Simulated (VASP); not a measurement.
# B16P16H (a cell with a defect) in VASP: notebook

The runs below take B16P16H (a cell with a defect) through single point, with PBE.

Everything below comes from runs of VASP 6.6.1. Logs are shortened: lines on timing, memory, paths and dates and some standing lists are left out, and cuts for length are marked.

### 1 The cell of the first run

The cell holds a defect, 33 atoms: a = 7.878 Å, b = 7.878 Å, c = 7.878 Å, α = 109.47°, β = 109.47°, γ = 109.47°.

### 2 Single point, PBE (with an interstitial atom, then relaxed in part)

File INCAR:

```
PREC     = Accurate       # precision mode
ENCUT    = 520            # plane-wave cutoff, eV
EDIFF    = 1E-6           # SCF threshold, eV
ISMEAR   = 0              # smearing method
SIGMA    = 0.02           # smearing width, eV
LREAL    = Auto         
LASPH    = T              # aspherical terms in the spheres
NELM     = 80             # most SCF steps
ALGO     = Normal         # electronic algorithm
ISIF     = 2              # what is computed and relaxed
LWAVE    = F              # write WAVECAR
LCHARG   = F              # write CHGCAR
GGA      = PE             # functional
NELECT   = 128.0        
NBANDS   = 86             # bands
```

File KPOINTS:

```
Automatic mesh
0
Gamma
  2 2 2
  0.5 0.5 0.5
```

File POSCAR:

```
B16P16H
1.0
    4.5481927936      4.5481927936     -4.5481927936
   -4.5481927936     -4.5481927936     -4.5481927936
   -4.5481927936      4.5481927936      4.5481927936
B P H
16 16 1
Direct
    0.2537133807      0.5017061025      0.2577975084
    0.5031681221      0.2521817981      0.2587725589
    0.7532369103      0.0012151831      0.2567919402
    0.7556456092      0.5077341045      0.7572354232
    0.0043926088      0.5027953548      0.5074863558
    0.2547780900      0.2517022497      0.5056931913
    0.4942338788     -0.0027304777      0.5018021333
    0.7545773406      0.7529027179      0.5068235969
    0.0014572301      0.7505716629      0.2556300449
    0.5061060555      0.5031562581      0.0086921451
    0.7500286928      0.2527397065      0.0126826392
    0.0398184197      0.2529747042      0.7572172909
    0.2586196875      0.9991190971      0.7572362739
    0.5048972963      0.7519849788      0.7572564359
    0.0050255982      0.0033444574      0.0077114962
    0.2541630131      0.7525842184      0.0070680945
    0.2599021141      0.5070930882      0.0124881796
    0.5008911189      0.2521939309      0.0101067293
    0.7533309134      0.0014961810      0.0063067049
    0.7538905780      0.5020185155      0.5057262762
    0.0039505024      0.5029391631      0.2574034434
    0.2543916419      0.2524282774      0.2573776999
    0.5038276985      0.0028307171      0.2571999944
    0.7541111107      0.7522319742      0.2570681201
    0.0053941159      0.7535551097      0.0087612333
    0.5022794324      0.5020907909      0.7572401795
    0.7154412418      0.2527409730      0.7573367310
    0.0049756684      0.2519408259      0.5020017304
    0.2477801358     -0.0007838222      0.5042601463
    0.5042566648      0.7524844570      0.5082193766
    0.0111155470     -0.0048858620      0.7572923513
    0.2555645127      0.7501263254      0.7572759988
   -0.1340652576      0.1771322127     -0.2463553988
```

Potentials or basis: VASP PAW PBE potentials, release 64 (B, P, H).

Launch:

```sh
cat potpaw_PBE.64/B/POTCAR potpaw_PBE.64/P/POTCAR potpaw_PBE.64/H/POTCAR > POTCAR
mpirun -np 1 vasp_std > vasp.out
```

OUTCAR:

```text
PREC = Accurate
   ENCUT = 520
   EDIFF = 1E-6
   ISMEAR = 0
   LREAL = Auto
   LASPH = T
   NELM = 80
   ISIF = 2
   GGA = PE
   NELECT = 128.0

 ion  position               nearest neighbor table
   1  0.254  0.502  0.258-  17 1.96  22 1.96  21 1.97  30 1.97
   2  0.503  0.252  0.259-  18 1.95  22 1.96  23 1.96  20 1.96
   3  0.753  0.001  0.257-  28 1.96  24 1.96  23 1.97  19 1.97
   4  0.756  0.508  0.757-  27 1.93  20 1.96  25 1.96  26 1.98
   5  0.004  0.503  0.507-  28 1.96  32 1.97  20 1.97  21 1.97
   6  0.255  0.252  0.506-  22 1.96  28 1.96  29 1.97  26 1.97
   7  0.494  0.997  0.502-  27 1.94  29 1.95  23 1.97  30 1.97
   8  0.755  0.753  0.507-  24 1.96  31 1.97  20 1.97  30 1.97
   9  0.001  0.751  0.256-  29 1.95  24 1.96  21 1.96  25 1.96
  10  0.506  0.503  0.009-  24 1.96  17 1.96  18 1.97  26 1.97
  11  0.750  0.253  0.013-  27 1.94  18 1.95  21 1.97  19 1.97
  12  0.040  0.253  0.757-  33 1.29  17 1.93  28 1.93  31 1.97  27 2.56
  13  0.259  0.999  0.757-  31 1.94  32 1.95  29 1.97  18 1.97
  14  0.505  0.752  0.757-  32 1.96  30 1.96  19 1.96  26 1.96
  15  0.005  0.003  0.008-  22 1.96  31 1.97  25 1.97  19 1.97
  16  0.254  0.753  0.007-  17 1.96  32 1.97  25 1.97  23 1.97
  17  0.260  0.507  0.012-  12 1.93  10 1.96   1 1.96  16 1.96
  18  0.501  0.252  0.010-   2 1.95  11 1.95  13 1.97  10 1.97
  19  0.753  0.001  0.006-  14 1.96  11 1.97   3 1.97  15 1.97
  20  0.754  0.502  0.506-   4 1.96   2 1.96   5 1.97   8 1.97
  21  0.004  0.503  0.257-   9 1.96  11 1.97   5 1.97   1 1.97
  22  0.254  0.252  0.257-   2 1.96   6 1.96   1 1.96  15 1.96
  23  0.504  0.003  0.257-   2 1.96   7 1.97  16 1.97   3 1.97
  24  0.754  0.752  0.257-   9 1.96  10 1.96   3 1.96   8 1.96
  25  0.005  0.754  0.009-   4 1.96   9 1.96  16 1.97  15 1.97
  26  0.502  0.502  0.757-  14 1.96   6 1.97  10 1.97   4 1.98
  27  0.715  0.253  0.757-  33 1.50   4 1.93  11 1.94   7 1.94  12 2.56
  28  0.005  0.252  0.502-  12 1.93   6 1.96   5 1.96   3 1.96
  29  0.248  0.999  0.504-   9 1.95   7 1.95  13 1.97   6 1.97
  30  0.504  0.752  0.508-  14 1.96   7 1.97   1 1.97   8 1.97
  31  0.011  0.995  0.757-  13 1.94  12 1.97  15 1.97   8 1.97
  32  0.256  0.750  0.757-  13 1.95  14 1.96   5 1.97  16 1.97
  33  0.866  0.177  0.754-  12 1.29  27 1.50

  LATTYP: Found a body centered cubic cell.
 ALAT       =     9.0963855872

  Lattice vectors:

 A1 = (   4.5481927936,   4.5481927936,  -4.5481927936)
 A2 = (  -4.5481927936,  -4.5481927936,  -4.5481927936)
 A3 = (  -4.5481927936,   4.5481927936,   4.5481927936)

Analysis of symmetry for initial positions (statically):
=====================================================================
 Subroutine PRICEL returns:
 Original cell was already a primitive cell.

 Routine SETGRP: Setting up the symmetry group for a
 body centered cubic supercell.

 Subroutine GETGRP returns: Found  1 space group operations
 (whereof  1 operations were pure point group operations)
 out of a pool of 48 trial point group operations.

The static configuration has the point symmetry C_1 .

Analysis of symmetry for dynamics (positions and initial velocities):
=====================================================================
 Subroutine PRICEL returns:
 Original cell was already a primitive cell.

 Routine SETGRP: Setting up the symmetry group for a
 body centered cubic supercell.

 Subroutine GETGRP returns: Found  1 space group operations
 (whereof  1 operations were pure point group operations)
 out of a pool of 48 trial point group operations.

The dynamic configuration has the point symmetry C_1 .

 Subroutine INISYM returns: Found  1 space group operations
 (whereof  1 operations are pure point group operations),
 and found     1 'primitive' translations

----------------------------------------------------------------------------------------

                                     Primitive cell

  volume of cell :     376.3367

  direct lattice vectors                    reciprocal lattice vectors
     4.548192794  4.548192794 -4.548192794     0.000000000  0.109933774 -0.109933774
    -4.548192794 -4.548192794 -4.548192794    -0.109933774  0.000000000 -0.109933774
    -4.548192794  4.548192794  4.548192794    -0.109933774  0.109933774  0.000000000

  length of vectors
     7.877701001  7.877701001  7.877701001     0.155469835  0.155469835  0.155469835

  position of ions in fractional coordinates (direct lattice)
     0.253713381  0.501706103  0.257797508
     0.503168122  0.252181798  0.258772559
     0.753236910  0.001215183  0.256791940
     0.755645609  0.507734105  0.757235423
     0.004392609  0.502795355  0.507486356
     0.254778090  0.251702250  0.505693191
[... 25 lines left out ...]
     0.255564513  0.750126325  0.757275999
     0.865934742  0.177132213  0.753644601

  ion indices of the primitive-cell ions
   primitive index   ion index
                 1           1
                 2           2
                 3           3
                 4           4
                 5           5
                 6           6
[... 25 lines left out ...]
                32          32
                33          33

----------------------------------------------------------------------------------------

 KPOINTS: Automatic mesh

Automatic generation of k-mesh.
 Grid dimensions read from file:
 generate k-points for:    2    2    2

 Generating k-lattice:

  Cartesian coordinates                     Fractional coordinates (reciprocal lattice)
     0.000000000  0.054966887 -0.054966887     0.500000000  0.000000000  0.000000000
    -0.054966887  0.000000000 -0.054966887     0.000000000  0.500000000  0.000000000
    -0.054966887  0.054966887  0.000000000     0.000000000  0.000000000  0.500000000

  Length of vectors
     0.077734917  0.077734917  0.077734917

  Shift w.r.t. Gamma in fractional coordinates (k-lattice)
     0.500000000  0.500000000  0.500000000

 Subroutine IBZKPT returns following result:
 ===========================================

 Found      4 irreducible k-points:

 Following reciprocal coordinates:
            Coordinates               Weight
  0.250000  0.250000  0.250000      2.000000
 -0.250000  0.250000  0.250000      2.000000
  0.250000 -0.250000  0.250000      2.000000
  0.250000  0.250000 -0.250000      2.000000
   k-points           NKPTS =      4   k-points in BZ     NKDIM =      4   number of bands    NBANDS=     86
   number of dos      NEDOS =    301   number of ions     NIONS =     33
   total plane-waves  NPLWV = 216000
   dimension x,y,z NGX =    60 NGY =   60 NGZ =   60
   dimension x,y,z NGXF=   120 NGYF=  120 NGZF=  120
   ions per type =              16  16   1
   NGX,Y,Z   is equivalent  to a cutoff of  12.66, 12.66, 12.66 a.u.
   NGXF,Y,Z  is equivalent  to a cutoff of  25.32, 25.32, 25.32 a.u.
 SYSTEM =  unknown system
   PREC   = accura    normal or accurate (medium, high low for compatibility)
   ISTART =      0    job   : 0-new  1-cont  2-samecut
   ICHARG =      2    charge: 1-file 2-atom 10-const
   ISPIN  =      1    spin polarized calculation?
   LNONCOLLINEAR =      F non collinear calculations
   LSORBIT =      F    spin-orbit coupling
   LASPH  =      T    aspherical Exc in radial PAW
   ENCUT  =  520.0 eV  38.22 Ry    6.18 a.u.  14.65 14.65 14.65*2*pi/ulx,y,z
   NELM   =     80;   NELMIN=  2; NELMDL= -5     # of ELM steps
   EDIFF  = 0.1E-05   stopping-criterion for ELM
   LREAL  =      T    real-space projection
   EDIFFG = 0.1E-04   stopping-criterion for IOM
   NSW    =      0    number of steps for IOM
   IBRION =     -1    ionic relax: 0-MD 1-quasi-New 2-CG
   NFREE  =      0    steps in history (QN), initial steepest desc. (CG)
   ISIF   =      2    stress and relaxation
   ISYM   =      2    0-nonsym 1-usesym 2-fastsym
   POTIM  = 0.5000    time-step for ionic-motion
   TEBEG  =    0.0;   TEEND  =   0.0 temperature during run
   PSTRESS=    0.0 pullay stress
   NELECT =     128.0000    total number of electrons
   NUPDOWN=      -1.0000    fix difference up-down
   EMIN   =  10.00;   EMAX   =-10.00  energy-range for DOS
   EFERMI =   0.00;   METHOD = LEGACY
   ISMEAR =     0;   SIGMA  =   0.02  broadening in eV -4-tet -1-fermi 0-gaus
   EFERMI_NEDOS =   21; number of points for ismear=-14 and -15
   IALGO  =     38    algorithm
   IMIX   =      4    mixing-type and parameters
     AMIX     =   0.40;   BMIX     =  1.00
     AMIX_MAG =   1.60;   BMIX_MAG =  1.00
  volume/ion in A,a.u.               =      11.40        76.96
  Fermi-wavevector in a.u.,A,eV,Ry     =   1.142754  2.159491 17.767657  1.305886
  Thomas-Fermi vector in A             =   2.279451
   LORBIT       =      0    0 simple, 1 ext, 2 COOP (PROOUT), +10 PAW based schemes
   GGA     = PE    functional components
   LHFCALC =     F    Hartree Fock is set to
   AEXX    =    0.0000 exact exchange contribution
   IVDW    =     0    specifies the selected vdW correction
   LEPSILON=     F    determine dielectric tensor
   LRPA    =     F    only Hartree local field effects (RPA)
 non-spin polarized calculation
 Gauss-broadening in eV      SIGMA  =   0.02
  energy-cutoff  :      520.00
  volume of cell :      376.34
 maximum number of plane-waves:     10168
 NGX is ok and might be reduce to    60
   NGX = 29   NGY = 29   NGZ = 29

 number of electron     127.9999997 magnetization

 Free energy of the ion-electron system (eV)
  ---------------------------------------------------
  ext. energy  EPLUGINS =         0.00000000
  ---------------------------------------------------
  free energy    TOTEN  =      -215.90351070 eV

  energy without entropy =     -215.90351070  energy(sigma->0) =     -215.90351070

 E-fermi :   6.4667     XC(G=0): -10.8674

 val. band max:        6.3232563194   @ k =   0.2500   0.2500   0.2500
 cond. band min:       8.2829052784   @ k =   0.2500   0.2500  -0.2500
 fundamental gap:      1.9596489590
 Fermi energy:         6.4666979169

 k-point     1 :       0.2500    0.2500    0.2500
  band No.  band energies     occupation
      1      -7.3553      2.00000
      2      -6.9916      2.00000
      3      -6.8899      2.00000
      4      -6.8817      2.00000
      5      -5.0338      2.00000
      6      -4.6129      2.00000
[... 68 lines left out ...]
     75      10.0406      0.00000
     76      10.1561      0.00000
[... 235 lines left out ...]
     75      10.9847      0.00000
     76      11.0265      0.00000
 [bands above 76 left out]

------------------------ aborting loop because EDIFF is reached ----------------------------------------

  FORCE on cell =-STRESS in cart. coord.  units (eV):
  Direction    XX          YY          ZZ          XY          YZ          ZX
  --------------------------------------------------------------------------------------
  -------------------------------------------------------------------------------------
  Total       -6.1422099     -6.1150646     -6.0517574      2.3012574     -2.5414443     -2.5463955
  in kB      -26.1492144    -26.0336490    -25.7641314      9.7971371    -10.8196844    -10.8407631
  external PRESSURE =     -25.9823316 kB  Pullay stress =       0.0000000 kB

 VOLUME and BASIS-vectors are now :
 -----------------------------------------------------------------------------
  energy-cutoff  :      520.00
  volume of cell :      376.34
      direct lattice vectors                 reciprocal lattice vectors
     4.548192794  4.548192794 -4.548192794     0.000000000  0.109933774 -0.109933774
    -4.548192794 -4.548192794 -4.548192794    -0.109933774  0.000000000 -0.109933774
    -4.548192794  4.548192794  4.548192794    -0.109933774  0.109933774  0.000000000

 POSITION                                       TOTAL-FORCE (eV/Angst)
 -----------------------------------------------------------------------------------
     -2.30043      0.04459     -2.26328        -0.002273      0.000416      0.002628
     -0.03541      2.31848     -2.25853        -0.001333     -0.002157      0.002281
      2.25240      4.58828     -2.26345         0.000905     -0.003094      0.001745
     -2.31650      4.57160     -2.30204        -0.007038     -0.006776      0.001115
     -4.57498      0.04131      0.00136         0.000066     -0.001832     -0.001823
     -2.28600      2.31398     -0.00358        -0.001053     -0.003095      0.001010
[... 25 lines left out ...]
     -5.69360      1.19487     -1.12984         0.002939      0.002212     -0.003129
     -0.29491      6.56053     -1.31635        -0.026152     -0.024964      0.016396
 -----------------------------------------------------------------------------------
    total drift:                               -0.003219      0.007370     -0.006037

  FREE ENERGIE OF THE ION-ELECTRON SYSTEM (eV)
  ---------------------------------------------------
  free  energy   TOTEN  =      -215.9035106997 eV

  energy  without entropy=     -215.9035106997  energy(sigma->0) =     -215.90351070
```

It took 6.3 min on 1 thread of Intel Xeon Platinum 8375C at 2.90GHz (Ice Lake), shared host; peak memory 0.5 GiB.

What came out:

```
Free energy   : -215.9035 eV
Largest force : 0.040 eV/Å
```

Forces on the atoms (eV/Å):
```
B   -0.002  0.000  0.003
B   -0.001 -0.002  0.002
B    0.001 -0.003  0.002
B   -0.007 -0.007  0.001
B    0.000 -0.002 -0.002
B   -0.001 -0.003  0.001
B   -0.003 -0.007  0.003
B    0.004 -0.004  0.002
B   -0.001 -0.002  0.001
B   -0.003 -0.001  0.003
B   -0.007  0.000  0.006
B    0.004  0.003 -0.014
B    0.001  0.000  0.002
B   -0.001 -0.002  0.004
B   -0.003  0.001  0.001
B   -0.001 -0.003 -0.001
P    0.008 -0.001  0.003
P    0.001  0.006 -0.002
P    0.000  0.002  0.001
P    0.001  0.003  0.002
P    0.001  0.001  0.000
P    0.002  0.002 -0.002
P   -0.001  0.003  0.000
P    0.001  0.004 -0.002
P    0.003 -0.001  0.003
P    0.002  0.003 -0.005
P    0.027  0.022 -0.016
P   -0.004  0.008  0.001
P    0.006  0.002 -0.001
P   -0.001  0.001  0.002
P   -0.002  0.000 -0.010
P    0.003  0.002 -0.003
H   -0.026 -0.025  0.016
```

Caveat: the cell carries a net charge on a neutralising background, which shifts energy and pressure; the cell differs from its parent crystal (with an interstitial atom, then relaxed in part); the cell is charged against a uniform background, so pressure and absolute levels hang on convention.

(Continued in part 2 of 2.)
